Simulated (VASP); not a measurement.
# La (P6_3/mmc) in VASP: notebook

The runs below take La through single point, with PBEsol, RPBE, LDA.

Everything below comes from runs of VASP 6.6.1. Logs are shortened: lines on timing, memory, paths and dates and some standing lists are left out, and cuts for length are marked.

**1. The cell of the first run**

It takes space group P6_3/mmc (No. 194, hexagonal). The conventional cell has a = 3.824 Å, b = 3.824 Å, c = 6.189 Å, α = 90.00°, β = 90.00°, γ = 120.00°. La (site symmetry -6m2) has 12 La at 3.80 to 3.82 Å within 5.0 Å.

**2. Single point, PBEsol (volume scaled by 1.06)**

INCAR

```
PREC = Accurate
ENCUT = 520
EDIFF = 1E-6
ISMEAR = -1
SIGMA = 0.05
LREAL = F
LASPH = T
NELM = 60
ALGO = Normal
ISIF = 2
LWAVE = F
LCHARG = F
GGA = PS
NBANDS = 18
```

KPOINTS

```
regular mesh
0
Gamma
  8 8 5
```

POSCAR

```
La
1.0
    3.8235480841      0.0000000000      0.0000000000
   -1.9117740420      3.3112897734      0.0000000000
    0.0000000000      0.0000000000      6.1890498321
La
2
Direct
    0.6666666667      0.3333333333      0.7500000000
    0.3333333333      0.6666666667      0.2500000000
```

Potentials or basis: VASP PAW PBE potentials, release 64 (La).

Started as:

```console
cat potpaw_PBE.64/La/POTCAR > POTCAR
mpirun -np 1 vasp_std > vasp.out
```

OUTCAR:

```text
PREC = Accurate
   ENCUT = 520
   EDIFF = 1E-6
   ISMEAR = -1
   LREAL = F
   LASPH = T
   NELM = 60
   ISIF = 2
   GGA = PS

 ion  position               nearest neighbor table
   1  0.667  0.333  0.750-
   2  0.333  0.667  0.250-

  LATTYP: Found a hexagonal cell.
 ALAT       =     3.8235480841
 C/A-ratio  =     1.6186666667

  Lattice vectors:

 A1 = (   3.8235480841,   0.0000000000,   0.0000000000)
 A2 = (  -1.9117740420,   3.3112897734,   0.0000000000)
 A3 = (   0.0000000000,   0.0000000000,   6.1890498321)

Analysis of symmetry for initial positions (statically):
=====================================================================
 Subroutine PRICEL returns:
 Original cell was already a primitive cell.

 Routine SETGRP: Setting up the symmetry group for a
 hexagonal supercell.

 Subroutine GETGRP returns: Found 24 space group operations
 (whereof 12 operations were pure point group operations)
 out of a pool of 24 trial point group operations.

The static configuration has the point symmetry D_3d.
 The point group associated with its full space group is D_6h.

Analysis of symmetry for dynamics (positions and initial velocities):
=====================================================================
 Subroutine PRICEL returns:
 Original cell was already a primitive cell.

 Routine SETGRP: Setting up the symmetry group for a
 hexagonal supercell.

 Subroutine GETGRP returns: Found 24 space group operations
 (whereof 12 operations were pure point group operations)
 out of a pool of 24 trial point group operations.

The dynamic configuration has the point symmetry D_3d.
 The point group associated with its full space group is D_6h.

 Subroutine INISYM returns: Found 24 space group operations
 (whereof 12 operations are pure point group operations),
 and found     1 'primitive' translations

----------------------------------------------------------------------------------------

                                     Primitive cell

  volume of cell :      78.3588

  direct lattice vectors                    reciprocal lattice vectors
     3.823548084  0.000000000  0.000000000     0.261537184  0.150998564  0.000000000
    -1.911774042  3.311289773  0.000000000     0.000000000  0.301997128  0.000000000
     0.000000000  0.000000000  6.189049832     0.000000000  0.000000000  0.161575690

  length of vectors
     3.823548084  3.823548084  6.189049832     0.301997128  0.301997128  0.161575690

  position of ions in fractional coordinates (direct lattice)
     0.666666667  0.333333333  0.750000000
     0.333333333  0.666666667  0.250000000

  ion indices of the primitive-cell ions
   primitive index   ion index
                 1           1
                 2           2

----------------------------------------------------------------------------------------

 KPOINTS: regular mesh

Automatic generation of k-mesh.
 Grid dimensions read from file:
 generate k-points for:    8    8    5

 Generating k-lattice:

  Cartesian coordinates                     Fractional coordinates (reciprocal lattice)
     0.032692148  0.018874820  0.000000000     0.125000000 -0.000000000  0.000000000
     0.000000000  0.037749641  0.000000000     0.000000000  0.125000000  0.000000000
     0.000000000  0.000000000  0.032315138     0.000000000  0.000000000  0.200000000

  Length of vectors
     0.037749641  0.037749641  0.032315138

  Shift w.r.t. Gamma in fractional coordinates (k-lattice)
     0.000000000  0.000000000  0.000000000

 Subroutine IBZKPT returns following result:
 ===========================================

 Found     30 irreducible k-points:

 Following reciprocal coordinates:
            Coordinates               Weight
  0.000000  0.000000  0.000000      1.000000
  0.125000 -0.000000  0.000000      6.000000
  0.250000 -0.000000  0.000000      6.000000
  0.375000 -0.000000  0.000000      6.000000
  0.500000 -0.000000  0.000000      3.000000
  0.125000  0.125000  0.000000      6.000000
[... 16 lines left out ...]
  0.250000 -0.000000  0.400000     12.000000
  0.375000 -0.000000  0.400000     12.000000
 [... further k-points ...]
   k-points           NKPTS =     30   k-points in BZ     NKDIM =     30   number of bands    NBANDS=     18
   number of dos      NEDOS =    301   number of ions     NIONS =      2
   total plane-waves  NPLWV =  37632
   dimension x,y,z NGX =    28 NGY =   28 NGZ =   48
   dimension x,y,z NGXF=    56 NGYF=   56 NGZF=   96
   ions per type =               2
   NGX,Y,Z   is equivalent  to a cutoff of  12.17, 12.17, 12.89 a.u.
   NGXF,Y,Z  is equivalent  to a cutoff of  24.35, 24.35, 25.79 a.u.
 SYSTEM =  unknown system
   PREC   = accura    normal or accurate (medium, high low for compatibility)
   ISTART =      0    job   : 0-new  1-cont  2-samecut
   ICHARG =      2    charge: 1-file 2-atom 10-const
   ISPIN  =      1    spin polarized calculation?
   LNONCOLLINEAR =      F non collinear calculations
   LSORBIT =      F    spin-orbit coupling
   LASPH  =      T    aspherical Exc in radial PAW
   ENCUT  =  520.0 eV  38.22 Ry    6.18 a.u.   7.11  7.11 11.51*2*pi/ulx,y,z
   NELM   =     60;   NELMIN=  2; NELMDL= -5     # of ELM steps
   EDIFF  = 0.1E-05   stopping-criterion for ELM
   LREAL  =      F    real-space projection
   EDIFFG = 0.1E-04   stopping-criterion for IOM
   NSW    =      0    number of steps for IOM
   IBRION =     -1    ionic relax: 0-MD 1-quasi-New 2-CG
   NFREE  =      0    steps in history (QN), initial steepest desc. (CG)
   ISIF   =      2    stress and relaxation
   ISYM   =      2    0-nonsym 1-usesym 2-fastsym
   POTIM  = 0.5000    time-step for ionic-motion
   TEBEG  =    0.0;   TEEND  =   0.0 temperature during run
   PSTRESS=    0.0 pullay stress
   NELECT =      22.0000    total number of electrons
   NUPDOWN=      -1.0000    fix difference up-down
   EMIN   =  10.00;   EMAX   =-10.00  energy-range for DOS
   EFERMI =   0.00;   METHOD = LEGACY
   ISMEAR =    -1;   SIGMA  =   0.05  broadening in eV -4-tet -1-fermi 0-gaus
   EFERMI_NEDOS =   21; number of points for ismear=-14 and -15
   IALGO  =     38    algorithm
   IMIX   =      4    mixing-type and parameters
     AMIX     =   0.40;   BMIX     =  1.00
     AMIX_MAG =   1.60;   BMIX_MAG =  1.00
  volume/ion in A,a.u.               =      39.18       264.40
  Fermi-wavevector in a.u.,A,eV,Ry     =   1.071980  2.025748 15.635000  1.149140
  Thomas-Fermi vector in A             =   2.207736
   LORBIT       =      0    0 simple, 1 ext, 2 COOP (PROOUT), +10 PAW based schemes
   GGA     = PS    functional components
   LHFCALC =     F    Hartree Fock is set to
   AEXX    =    0.0000 exact exchange contribution
   IVDW    =     0    specifies the selected vdW correction
   LEPSILON=     F    determine dielectric tensor
   LRPA    =     F    only Hartree local field effects (RPA)
 non-spin polarized calculation
  energy-cutoff  :      520.00
  volume of cell :       78.36
 maximum number of plane-waves:      2132
   NGX = 15   NGY = 15   NGZ = 23

 number of electron      22.0000003 magnetization

 Free energy of the ion-electron system (eV)
  ---------------------------------------------------
  ext. energy  EPLUGINS =         0.00000000
  ---------------------------------------------------
  free energy    TOTEN  =       -10.53933444 eV

  energy without entropy =      -10.50281057  energy(sigma->0) =      -10.52107251

 E-fermi :   7.2193     XC(G=0):  -9.4681

 val. band max:        7.2015306338   @ k =   0.3750   0.2500   0.2000
 cond. band min:       7.2316917540   @ k =   0.1250   0.1250   0.2000
 fundamental gap:      0.0301611202
 Fermi energy:         7.2192879200

 k-point     1 :       0.0000    0.0000    0.0000
  band No.  band energies     occupation
      1     -25.6972      2.00000
      2     -25.5333      2.00000
      3      -9.9250      2.00000
      4      -8.8935      2.00000
      5      -8.8935      2.00000
      6      -8.7324      2.00000
[... 10 lines left out ...]
     17       8.8419      0.00000
     18       8.8844      0.00000

 k-point     2 :       0.1250   -0.0000    0.0000
  band No.  band energies     occupation
      1     -25.6771      2.00000
      2     -25.5240      2.00000
      3      -9.8685      2.00000
      4      -9.0346      2.00000
      5      -8.9373      2.00000
      6      -8.8768      2.00000
[... 10 lines left out ...]
     17       8.8220      0.00000
     18       8.8761      0.00000

 k-point     3 :       0.2500   -0.0000    0.0000
  band No.  band energies     occupation
      1     -25.6263      2.00000
      2     -25.5034      2.00000
      3      -9.7151      2.00000
      4      -9.3660      2.00000
      5      -9.1990      2.00000
      6      -9.0353      2.00000
[... 10 lines left out ...]
     17       8.9438      0.00000
     18       8.9831      0.00000

 k-point     4 :       0.3750   -0.0000    0.0000
  band No.  band energies     occupation
      1     -25.5690      2.00000
      2     -25.4883      2.00000
      3      -9.6833      2.00000
      4      -9.5160      2.00000
      5      -9.4928      2.00000
      6      -9.1265      2.00000
[... 10 lines left out ...]
     17       8.9484      0.00000
     18       9.0049      0.00000

 k-point     5 :       0.5000   -0.0000    0.0000
  band No.  band energies     occupation
      1     -25.5404      2.00000
      2     -25.4867      2.00000
      3      -9.8103      2.00000
      4      -9.6082      2.00000
      5      -9.3968      2.00000
      6      -9.1627      2.00000
[... 10 lines left out ...]
     17       8.9877      0.00000
     18       9.0212      0.00000

 k-point     6 :       0.1250    0.1250    0.0000
  band No.  band energies     occupation
      1     -25.6416      2.00000
      2     -25.5091      2.00000
      3      -9.7632      2.00000
      4      -9.2248      2.00000
      5      -9.1666      2.00000
      6      -8.9657      2.00000
[... 307 lines left out ...]
 k-point    21 :       0.0000    0.0000    0.4000
  band No.  band energies     occupation
      1     -25.6415      2.00000
      2     -25.5909      2.00000
      3      -9.5359      2.00000
      4      -9.1621      2.00000
      5      -8.8385      2.00000
      6      -8.8385      2.00000
[... 10 lines left out ...]
     17       8.6318      0.00000
     18       8.7960      0.00000

 k-point    22 :       0.1250   -0.0000    0.4000
  band No.  band energies     occupation
      1     -25.6251      2.00000
      2     -25.5777      2.00000
      3      -9.5318      2.00000
      4      -9.2164      2.00000
      5      -8.9468      2.00000
      6      -8.8740      2.00000
[... 10 lines left out ...]
     17       8.9168      0.00000
     18       8.9461      0.00000

 k-point    23 :       0.2500   -0.0000    0.4000
  band No.  band energies     occupation
      1     -25.5843      2.00000
      2     -25.5463      2.00000
      3      -9.5946      2.00000
      4      -9.4430      2.00000
      5      -9.1139      2.00000
      6      -8.9565      2.00000
[... 10 lines left out ...]
     17       8.8878      0.00000
     18       8.9444      0.00000

 k-point    24 :       0.3750   -0.0000    0.4000
  band No.  band energies     occupation
      1     -25.5413      2.00000
      2     -25.5164      2.00000
      3      -9.7874      2.00000
      4      -9.7101      2.00000
      5      -9.1246      2.00000
      6      -9.0356      2.00000
[... 10 lines left out ...]
     17       8.9165      0.00000
     18       8.9715      0.00000

 [... further k-points ...]
[... 5 lines left out ...]
  --------------------------------------------------------------------------------------
  -------------------------------------------------------------------------------------
  Total       -1.2696562     -1.2696562     -1.4691582     -0.0000000      0.0000000     -0.0000000
  in kB      -25.9602586    -25.9602586    -30.0394119     -0.0000000      0.0000000     -0.0000000
  external PRESSURE =     -27.3199763 kB  Pullay stress =       0.0000000 kB

 VOLUME and BASIS-vectors are now :
 -----------------------------------------------------------------------------
  energy-cutoff  :      520.00
  volume of cell :       78.36
      direct lattice vectors                 reciprocal lattice vectors
     3.823548084  0.000000000  0.000000000     0.261537184  0.150998564  0.000000000
    -1.911774042  3.311289773  0.000000000     0.000000000  0.301997128  0.000000000
     0.000000000  0.000000000  6.189049832     0.000000000  0.000000000  0.161575690

 POSITION                                       TOTAL-FORCE (eV/Angst)
 -----------------------------------------------------------------------------------
      1.91177      1.10376      4.64179         0.000000     -0.000000      0.000000
     -0.00000      2.20753      1.54726        -0.000000      0.000000      0.000000
 -----------------------------------------------------------------------------------
    total drift:                               -0.000000      0.000000     -0.000000

  FREE ENERGIE OF THE ION-ELECTRON SYSTEM (eV)
  ---------------------------------------------------
  free  energy   TOTEN  =       -10.5393344394 eV

  energy  without entropy=      -10.5028105716  energy(sigma->0) =      -10.52107251
```

Run time: 23 s. Hardware: 1 thread of Intel Xeon 6975P-C (Granite Rapids), shared host; peak memory 0.2 GiB.

What came out:

```
Free energy            : -10.5393 eV
Pressure               : -2.7 GPa
Band gap on the k mesh : zero (band 11 reaches 8.30 eV, above the bottom of band 12 at 7.06 eV)
```

Caveat: the PAW data sets were made with another functional, which shifts forces and pressure a little; spin-orbit coupling is left out, which moves the levels of the heavy elements.

(Continued in part 2 of 2.)
